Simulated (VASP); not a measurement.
# Ta2N in VASP: further runs, part 2 of 3

VASP 6.6.1.

### Step 4. Single point, b88 exchange, pbe correlation, non-collinear spin, zero start, spin-orbit coupling (14.17 Å³/atom)

This run uses another cell than the first one, of 14.17 Å³/atom.

Contents of INCAR:

```
  PREC = Accurate
  ENCUT = 600
  EDIFF = 1E-6
  ISMEAR = -1
  SIGMA = 0.01
  LREAL = False
  LASPH = True
  NELM = 200
  ALGO = Normal
  ISIF = 2
  LWAVE = False
  LCHARG = False
  MAGMOM = 0 0 0 0 0 0 0 0 0
  LORBIT = 11
  LSORBIT = True
  GGA_COMPAT = False
  LORBMOM = True
  LMAXMIX = 4
  GGA = LIBXC
  LIBXC1 = GGA_X_B88
  LIBXC2 = GGA_C_PBE
  NBANDS = 40
```

Contents of KPOINTS:

```
Automatic mesh
0
Gamma
  10 10 6
```

Contents of POSCAR:

```
Ta2N
1.0
    3.1538249076      0.0000000000      0.0000000000
   -1.5769124538      2.7312924890      0.0000000000
    0.0000000000      0.0000000000      4.9339252043
Ta N
2 1
Direct
    0.3333333333      0.6666666667      0.2547110000
    0.6666666667      0.3333333333      0.7452890000
    0.0000000000      0.0000000000      0.0000000000
```

Potentials or basis: VASP PAW PBE potentials, release 64 (Ta_pv, N).

Run with:

```sh
cat potpaw_PBE.64/Ta_pv/POTCAR potpaw_PBE.64/N/POTCAR > POTCAR
mpirun -np 1 vasp_ncl > vasp.out
```

OUTCAR:

```text
PREC = Accurate
   ENCUT = 600
   EDIFF = 1E-6
   ISMEAR = -1
   LREAL = False
   LASPH = True
   NELM = 200
   ISIF = 2
   LORBIT = 11
   LSORBIT = True
   GGA = LIBXC

 ion  position               nearest neighbor table
   1  0.333  0.667  0.255-   3 2.21   3 2.21   3 2.21   2 3.03   2 3.03   2 3.03   2 3.10   2 3.10
                             2 3.10
   2  0.667  0.333  0.745-   3 2.21   3 2.21   3 2.21   1 3.03   1 3.03   1 3.03   1 3.10   1 3.10
                             1 3.10
   3  0.000  0.000  0.000-   1 2.21   2 2.21   1 2.21   2 2.21   2 2.21   1 2.21

  LATTYP: Found a hexagonal cell.
 ALAT       =     3.1538249076
 C/A-ratio  =     1.5644258476

  Lattice vectors:

 A1 = (   3.1538249076,   0.0000000000,   0.0000000000)
 A2 = (  -1.5769124538,   2.7312924890,   0.0000000000)
 A3 = (   0.0000000000,   0.0000000000,   4.9339252043)

Analysis of symmetry for initial positions (statically):
=====================================================================
 Subroutine PRICEL returns:
 Original cell was already a primitive cell.

 Routine SETGRP: Setting up the symmetry group for a
 hexagonal supercell.

 Subroutine GETGRP returns: Found 12 space group operations
 (whereof 12 operations were pure point group operations)
 out of a pool of 24 trial point group operations.

The static configuration has the point symmetry D_3d.

Analysis of symmetry for dynamics (positions and initial velocities):
=====================================================================
 Subroutine PRICEL returns:
 Original cell was already a primitive cell.

 Routine SETGRP: Setting up the symmetry group for a
 hexagonal supercell.

 Subroutine GETGRP returns: Found 12 space group operations
 (whereof 12 operations were pure point group operations)
 out of a pool of 24 trial point group operations.

The dynamic configuration has the point symmetry D_3d.

Analysis of structural, dynamic, and magnetic symmetry:
=====================================================================
 Subroutine PRICEL returns:
 Original cell was already a primitive cell.

 Routine SETGRP: Setting up the symmetry group for a
 hexagonal supercell.

 Subroutine GETGRP returns: Found 12 space group operations
 (whereof 12 operations were pure point group operations)
 out of a pool of 24 trial point group operations.

The overall configuration has the point symmetry D_3d.

 Subroutine INISYM returns: Found 12 space group operations
 (whereof 12 operations are pure point group operations),
 and found     1 'primitive' translations

----------------------------------------------------------------------------------------

                                     Primitive cell

  volume of cell :      42.5009

  direct lattice vectors                    reciprocal lattice vectors
     3.153824908  0.000000000  0.000000000     0.317075307  0.183063514  0.000000000
[... 1154 lines left out ...]
 [... further k-points ...]

 [bands above 39 left out]

------------------------ aborting loop because EDIFF is reached ----------------------------------------

  FORCE on cell =-STRESS in cart. coord.  units (eV):
  Direction    XX          YY          ZZ          XY          YZ          ZX
  --------------------------------------------------------------------------------------
  -------------------------------------------------------------------------------------
  Total       -2.9418673     -2.9418673     -2.7330086      0.0000000      0.0000000      0.0000000
  in kB     -110.9009629   -110.9009629   -103.0275160      0.0000000      0.0000000      0.0000000
  external PRESSURE =    -108.2764806 kB  Pullay stress =       0.0000000 kB

 VOLUME and BASIS-vectors are now :
 -----------------------------------------------------------------------------
  energy-cutoff  :      600.00
  volume of cell :       42.50
      direct lattice vectors                 reciprocal lattice vectors
     3.153824908  0.000000000  0.000000000     0.317075307  0.183063514  0.000000000
    -1.576912454  2.731292489  0.000000000     0.000000000  0.366127027  0.000000000
     0.000000000  0.000000000  4.933925204     0.000000000  0.000000000  0.202678387

 POSITION                                       TOTAL-FORCE (eV/Angst)
 -----------------------------------------------------------------------------------
     -0.00000      1.82086      1.25673         0.000000      0.000000     -0.147290
      1.57691      0.91043      3.67720        -0.000000      0.000000      0.147290
      0.00000      0.00000      0.00000        -0.000000      0.000000      0.000000
 -----------------------------------------------------------------------------------
    total drift:                                0.000000     -0.000000      0.000000

  FREE ENERGIE OF THE ION-ELECTRON SYSTEM (eV)
  ---------------------------------------------------
  free  energy   TOTEN  =       -35.3112227781 eV

  energy  without entropy=      -35.3103889045  energy(sigma->0) =      -35.31080584

 orbital moment (x)

 # of ion     p       d       tot
 ----------------------------------------
  1        -0.000   0.000   0.000
  2        -0.000   0.000   0.000
  3         0.000   0.000   0.000
 ----------------------------------------
           -0.000   0.000   0.000

 orbital moment (y)

 # of ion     p       d       tot
 ----------------------------------------
  1        -0.000  -0.000  -0.000
  2        -0.000  -0.000  -0.000
  3         0.000   0.000   0.000
 ----------------------------------------
           -0.000  -0.000  -0.000

 orbital moment (z)

 # of ion     p       d       tot
 ----------------------------------------
  1         0.000   0.000   0.000
  2        -0.000  -0.000  -0.000
  3         0.000   0.000   0.000
 ----------------------------------------
           -0.000   0.000  -0.000

 Spin-Orbit-Coupling matrix elements

 Ion:    1  E_soc:     -1.3716213
 l=   1
     0.0000000    -0.2070686    -0.2074226
    -0.2070686     0.0000000    -0.2070686
    -0.2074226    -0.2070686     0.0000000
 l=   2
     0.0000000    -0.0040454     0.0000000    -0.0040454    -0.0167897
    -0.0040454     0.0000000    -0.0134317    -0.0044161    -0.0040454
     0.0000000    -0.0134317     0.0000000    -0.0134317     0.0000000
    -0.0040454    -0.0044161    -0.0134317     0.0000000    -0.0040454
    -0.0167897    -0.0040454     0.0000000    -0.0040454     0.0000000
 l=   3
     0.0000000     0.0000000     0.0000000     0.0000000     0.0000000     0.0000000     0.0000000
     0.0000000     0.0000000     0.0000000     0.0000000     0.0000000     0.0000000     0.0000000
     0.0000000     0.0000000     0.0000000     0.0000000     0.0000000     0.0000000     0.0000000
     0.0000000     0.0000000     0.0000000     0.0000000     0.0000000     0.0000000     0.0000000
[... 29 lines left out ...]
 l=   2
     0.0000000     0.0000000     0.0000000     0.0000000     0.0000000
     0.0000000     0.0000000     0.0000000     0.0000000     0.0000000
     0.0000000     0.0000000     0.0000000     0.0000000     0.0000000
     0.0000000     0.0000000     0.0000000     0.0000000     0.0000000
     0.0000000     0.0000000     0.0000000     0.0000000     0.0000000
 l=   3
     0.0000000     0.0000000     0.0000000     0.0000000     0.0000000     0.0000000     0.0000000
     0.0000000     0.0000000     0.0000000     0.0000000     0.0000000     0.0000000     0.0000000
     0.0000000     0.0000000     0.0000000     0.0000000     0.0000000     0.0000000     0.0000000
     0.0000000     0.0000000     0.0000000     0.0000000     0.0000000     0.0000000     0.0000000
     0.0000000     0.0000000     0.0000000     0.0000000     0.0000000     0.0000000     0.0000000
     0.0000000     0.0000000     0.0000000     0.0000000     0.0000000     0.0000000     0.0000000
     0.0000000     0.0000000     0.0000000     0.0000000     0.0000000     0.0000000     0.0000000

 total charge

# of ion       s       p       d       tot
------------------------------------------
    1        0.302   6.200   2.314   8.815
    2        0.302   6.200   2.314   8.815
    3        1.237   2.470   0.000   3.707
--------------------------------------------------
tot          1.841  14.869   4.628  21.337

 magnetization (x)

# of ion       s       p       d       tot
------------------------------------------
    1        0.000   0.000  -0.000  -0.000
    2        0.000   0.000   0.000   0.000
    3       -0.000  -0.000   0.000  -0.000
--------------------------------------------------
tot          0.000  -0.000   0.000   0.000

 magnetization (y)

# of ion       s       p       d       tot
------------------------------------------
    1        0.000   0.000   0.000   0.000
    2        0.000   0.000   0.000   0.000
    3        0.000   0.000   0.000   0.000
--------------------------------------------------
tot          0.000   0.000   0.000   0.000

 magnetization (z)

# of ion       s       p       d       tot
------------------------------------------
    1        0.000   0.000   0.000   0.000
    2        0.000   0.000   0.000   0.000
    3       -0.000   0.000   0.000  -0.000
--------------------------------------------------
tot         -0.000   0.000   0.000  -0.000
```

OSZICAR:

```text
N       E                     dE             d eps       ncg     rms          rms(c)
DAV:   1     0.274726959177E+03    0.27473E+03   -0.15754E+04  5760   0.157E+03
DAV:   2    -0.211779740420E+02   -0.29590E+03   -0.28494E+03  6336   0.463E+02
DAV:   3    -0.382935280177E+02   -0.17116E+02   -0.16658E+02  7184   0.105E+02
DAV:   4    -0.386607786732E+02   -0.36725E+00   -0.36299E+00  7192   0.145E+01
DAV:   5    -0.386665330611E+02   -0.57544E-02   -0.57487E-02  7064   0.159E+00    0.243E+01
DAV:   6    -0.356930994304E+02    0.29734E+01   -0.13551E+01  7640   0.261E+01    0.112E+01
DAV:   7    -0.353702480353E+02    0.32285E+00   -0.13939E+00  6648   0.869E+00    0.629E+00
DAV:   8    -0.353206049272E+02    0.49643E-01   -0.37466E-01  6752   0.433E+00    0.665E-01
DAV:   9    -0.353115564939E+02    0.90484E-02   -0.41959E-02  7112   0.134E+00    0.389E-01
DAV:  10    -0.353113997434E+02    0.15675E-03   -0.37687E-03  6584   0.479E-01    0.192E-01
DAV:  11    -0.353112660086E+02    0.13373E-03   -0.15075E-03  7440   0.282E-01    0.570E-02
DAV:  12    -0.353112226340E+02    0.43375E-04   -0.32185E-04  7184   0.119E-01    0.179E-02
DAV:  13    -0.353112227016E+02   -0.67514E-07   -0.20674E-05  6848   0.341E-02    0.661E-03
DAV:  14    -0.353112227781E+02   -0.76526E-07   -0.16029E-06  6112   0.918E-03
   1 F= -.35311223E+02 E0= -.35310806E+02  d E =-.833874E-03  mag=    -0.0000     0.0000    -0.0000
```

stdout:

```text
POSCAR found type information on POSCAR TaN
 POSCAR found :  2 types and       3 ions
 scaLAPACK will be used
 -----------------------------------------------------------------------------
|                                                                             |
|                                                                             |
|     You enforced a specific xc type in the INCAR file but a different       |
|     I HOPE YOU KNOW WHAT YOU ARE DOING!                                     |
|                                                                             |
 -----------------------------------------------------------------------------

 LDA part: xc-table for (None,None), standard interpolation
 POSCAR, INCAR and KPOINTS ok, starting setup
 FFT: planning ... GRIDC
 FFT: planning ... GRID_SOFT
 FFT: planning ... GRID
 WAVECAR not read
 entering main loop
```

It took 4.2 min on 1 thread of Intel Xeon 6975P-C (Granite Rapids), shared host; peak memory 0.43 GiB.

What came out:

```
Free energy                                           : -35.3112 eV
Pressure                                              : -10.8 GPa
Largest force                                         : 0.147 eV/Å
Net moment                                            : 0.00 μB per cell
Valence electrons inside the program's atomic spheres : Ta 8.81; N 3.71
```

Forces in eV/Å, atoms in the order of the input:
```
Ta   0.000  0.000 -0.147
Ta   0.000  0.000  0.147
N    0.000  0.000  0.000
```

Moments on the atoms (μB; x, y, z):
```
Ta  0.00 0.00 0.00
Ta  0.00 0.00 0.00
N   0.00 0.00 0.00
```

Caveat: the cell stands under tension; the PAW data sets were made with another functional, which shifts forces and pressure a little.

(Part 2 of 3 ends here.)
